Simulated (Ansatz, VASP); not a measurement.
# One calculation of LiCl, two programs

```xyz
2
Lattice="0.0000 2.5400 2.5400 2.5400 0.0000 2.5400 2.5400 2.5400 0.0000" Properties=species:S:1:pos:R:3 pbc="T T T"
Li    0.0000    0.0000    0.0000
Cl    2.5400    2.5400    2.5400
```

Change from the starting cell: functional lda, volume scaled by 0.96, PAW files.

Alike in both runs: task electric field gradients; functional LDA; k mesh 14 × 14 × 14; occupations fermi-dirac, width 0.05 eV; no spin polarisation.

|  | VASP | Ansatz |
| --- | --- | --- |
| version | VASP 6.6.1 | Ansatz 0.2.0 |
| potentials or method | VASP PAW LDA potentials, release 64 (Li_sv, Cl) | PAW with Ansatz's default frozen-core files, scalar-relativistic |
| plane-wave cutoff (eV) | 520 | 420 |
| valence electrons in the cell | 10 | 10 |

|  | VASP | Ansatz | Ansatz less VASP |
| --- | --- | --- | --- |
| gap on the k mesh at the Fermi level (eV) | 6.17 | 6.15 | -0.019 |

LDA's correlation is that of Perdew and Zunger in VASP and of Perdew and Wang (1992) in Ansatz.

Noted on VASP's run: the cutoff is under 1.25 times that of the potentials, so the pressure is a little rough.
